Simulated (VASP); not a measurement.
Set up this calculation in VASP 6.6.1, as the native input.

```yaml
Task: single point
Functional: PBEsol
Potentials_or_basis: VASP PAW PBE potentials, release 64 (Al, H)
Cutoff: 520 eV
k_mesh: 3 × 3 × 3
Occupations: gaussian, width 0.1 eV
Spin: no spin polarisation
Dipole_correction: no
Further_INCAR_settings: LREAL = Auto; ALGO = Normal; EDIFF = 1e-07; NBANDS = 70
```

The structure of Al32H (a cell with a defect) lies in POSCAR:

```
Al32H
1.0
    8.1000000000      0.0000000000      0.0000000000
    0.0000000000      8.1000000000      0.0000000000
    0.0000000000      0.0000000000      8.1000000000
Al H
32 1
Direct
    0.4977551852      0.0006345679     -0.0021776543
    0.7494111111      0.2522908642     -0.0021771605
    0.7409202469      0.0091186420      0.2409787654
   -0.0004806173     -0.0004672840      0.0009735802
    0.2498960494      0.2499096296      0.0002225926
    0.5001403704      0.5001539506      0.0002192593
    0.7505162963      0.7505295062      0.0009638272
    0.2491550617     -0.0004754321      0.2506045679
    0.4977554321      0.2522909877      0.2494776543
    0.7505207407      0.5008934568      0.2505974074
    0.5009039506     -0.0004780247      0.4995858025
    0.7505341975      0.2491544444      0.4995820988
    0.7505390123     -0.0004865432      0.7492237037
    0.0006218519      0.4977701235     -0.0021743210
    0.2522759259      0.7494237037     -0.0021739506
   -0.0004896296      0.2491695062      0.2506055556
    0.2522760494      0.4977703704      0.2494787654
    0.5008791358      0.7505348148      0.2505983951
    0.0091858025      0.0091956790      0.5092427160
    0.2523065432      0.2523182716      0.5006990123
    0.4977396296      0.4977511111      0.5006951852
    0.7408775309      0.7408875309      0.5092083951
    0.2523062963      0.0006435802      0.7523743210
    0.5001493827      0.2499040741      0.7499695062
    0.7494060494      0.4977519753      0.7523624691
    0.0090998765      0.7409392593      0.2409877778
   -0.0004893827      0.5009156790      0.4995877778
    0.2491427160      0.7505454321      0.4995840741
    0.0006319753      0.2523179012      0.7523743210
    0.2498914815      0.5001619753      0.7499704938
    0.4977403704      0.7494174074      0.7523625926
   -0.0004988889      0.7505512346      0.7492262963
    0.8750477778      0.8750756790      0.3752153086
```

These files were run (other wordings do the same):

INCAR

```
SYSTEM = Al32H
  PREC = Accurate
  ENCUT = 520
  EDIFF = 1E-7
  ISMEAR = 0
  SIGMA = 0.1
  LREAL = Auto
  LASPH = .TRUE.
  NELM = 100
  ALGO = Normal
  ISIF = 2
  LWAVE = .FALSE.
  LCHARG = .TRUE.
  GGA = PS
  LELF = .TRUE.
  LVHAR = .TRUE.
  NBANDS = 70
```

KPOINTS

```
regular mesh
0
G
  3 3 3
  0 0 0
```

Potentials or basis: VASP PAW PBE potentials, release 64 (Al, H).

Command:

```bash
$ cat potpaw_PBE.64/Al/POTCAR potpaw_PBE.64/H/POTCAR > POTCAR
$ mpirun -np 1 vasp_std > vasp.out
```

Results of the run:

The pressure is -1.0 GPa and the largest force is 0.007 eV/Å.

Caveat: the PAW data sets were made with another functional, which shifts forces and pressure a little.

Run time: 6.4 min on 1 thread of AMD EPYC 9R45 96-Core Processor (Zen 5), on a shared host, peak memory 0.62 GiB.
